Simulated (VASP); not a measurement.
Wanted: the native input for a VASP 6.6.1 run.

```
Task                   : single point
Functional             : PBE
Potentials or basis    : VASP PAW PBE potentials, release 64 (In_d, P)
Cutoff                 : 520 eV
k mesh                 : 8 × 8 × 8
Occupations            : gaussian, width 0.03 eV
Spin                   : no spin polarisation
Dipole correction      : no
Further INCAR settings : ALGO = Normal; EDIFF = 1e-07; NBANDS = 16
```

The structure of InP lies in POSCAR:

```
InP
1.0
    0.0000000000      2.9305000000      2.9305000000
    2.9305000000      0.0000000000      2.9305000000
    2.9305000000      2.9305000000      0.0000000000
In P
1 1
Direct
    0.0000000000      0.0000000000      0.0000000000
    0.7500000000      0.7500000000      0.7500000000
```

One way to write it, as run:

INCAR

```
SYSTEM = InP
ALGO = Normal
EDIFF = 1E-7
ENCUT = 520
GGA = PE
ISIF = 2
ISMEAR = 0
LASPH = .TRUE.
LCHARG = .FALSE.
LREAL = .FALSE.
LWAVE = .FALSE.
NBANDS = 16
NELM = 60
PREC = Accurate
SIGMA = 0.03
```

KPOINTS

```
k-points
0
G
  8 8 8
  0 0 0
```

Potentials or basis: VASP PAW PBE potentials, release 64 (In_d, P).

Command:

```bash
$ cat potpaw_PBE.64/In_d/POTCAR potpaw_PBE.64/P/POTCAR > POTCAR
$ mpirun -np 1 vasp_std > vasp.out
```

Results of the run:

```yaml
Pressure: 3.3 GPa
Band_gap_on_the_k_mesh: 0.71 eV, direct
```

Caveat: spin-orbit coupling is left out, which moves the levels of the heavy elements.

Run time: 13 s on 1 thread of Intel Xeon 6975P-C (shared host), peak memory 0.18 GiB.
